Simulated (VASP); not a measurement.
Set up this calculation in VASP 6.6.1, as the native input.

| Quantity | Value |
| --- | --- |
| Task | single point |
| Functional | PBEsol |
| Potentials or basis | VASP PAW PBE potentials, release 64 (Si, O) |
| Cutoff | 520 eV |
| k mesh | 2 × 2 × 2 |
| Occupations | fermi-dirac, width 0.05 eV |
| Spin | collinear spin, ferromagnetic start |
| Starting moments | [0.0, 0.0, 0.0, 0.0, 0.0, 0.0, 0.0, 0.0, 0.0, 0.0, 0.0, 0.0, 0.0, 0.0, 0.0, 0.0, 1.0] μB |
| Dipole correction | no |
| Further INCAR settings | LREAL = Auto; ALGO = Normal; EDIFF = 1e-07; NBANDS = 53 |

The structure of Si16O (a cell with a defect) lies in POSCAR:

```
Si16O
1.0
    0.0000000000      5.4300000000      5.4300000000
    5.4300000000      0.0000000000      5.4300000000
    5.4300000000      5.4300000000      0.0000000000
Si O
16 1
Direct
   -0.0064043623      0.0001618815     -0.0063138786
    0.1387982989      0.0830343075      0.1388806393
   -0.0064843237      0.0004223261      0.5121599970
    0.1332907516      0.1263002688      0.6200837143
    0.0145225018      0.4559227826      0.0145686657
    0.1053186609      0.6298625183      0.1053611858
    0.0475578094      0.4967810455      0.4777446643
    0.1053639196      0.6300877364      0.6591090864
    0.5120815409      0.0004597076     -0.0064187873
    0.6199980801      0.1263240220      0.1333768778
    0.5091895864     -0.0280603327      0.5092812310
    0.6199256994      0.1264198144      0.6199865765
    0.4777029792      0.4968124089      0.0476016732
    0.6590732993      0.6301255958      0.1053904506
    0.4777175727      0.4969386116      0.4777332154
    0.6336147479      0.5991618435      0.6336546301
    0.3280823379      0.5154475624      0.3281336586
```

One way to write it, as run:

INCAR

```
SYSTEM = Si16O
PREC     = Accurate       ! precision mode
ENCUT    = 520            ! plane-wave cutoff, eV
EDIFF    = 1E-7           ! SCF threshold, eV
ISMEAR   = -1             ! smearing method
SIGMA    = 0.05           ! smearing width, eV
LREAL    = Auto         
LASPH    = .True.         ! aspherical terms in the spheres
NELM     = 150            ! most SCF steps
ALGO     = Normal         ! electronic algorithm
ISIF     = 2              ! what is computed and relaxed
LWAVE    = .False.        ! write WAVECAR
LCHARG   = .True.         ! write CHGCAR
ISPIN    = 2              ! spin polarisation
MAGMOM   = 0 0 0 0 0 0 0 0 0 0 0 0 0 0 0 0 1 ! initial moments
LORBIT   = 11             ! projections on sites
GGA      = PS             ! functional
LELF     = .True.         ! ELF
LVHAR    = .True.       
NBANDS   = 53             ! bands
```

KPOINTS

```
regular mesh
0
Gamma
  2 2 2
  0 0 0
```

Potentials or basis: VASP PAW PBE potentials, release 64 (Si, O).

Command:

```bash
$ cat potpaw_PBE.64/Si/POTCAR potpaw_PBE.64/O/POTCAR > POTCAR
$ mpirun -np 1 vasp_std > vasp.out
```

Results of the run:

```
Pressure                                              : 1.5 GPa
Largest force                                         : 0.029 eV/Å
Band gap on the k mesh                                : zero (filled and empty bands overlap)
Net moment                                            : 0.00 μB per cell
Valence electrons inside the program's atomic spheres : Si 1.70, 1.69, 1.76, 1.62, 1.60 (each value once); O 5.02
```

Caveat: the k points lie up to 0.50 Å⁻¹ apart; the PAW data sets were made with another functional, which shifts forces and pressure a little.

It took 13 min on 1 thread of Intel Xeon 8259CL, on a shared host, peak memory 0.71 GiB.
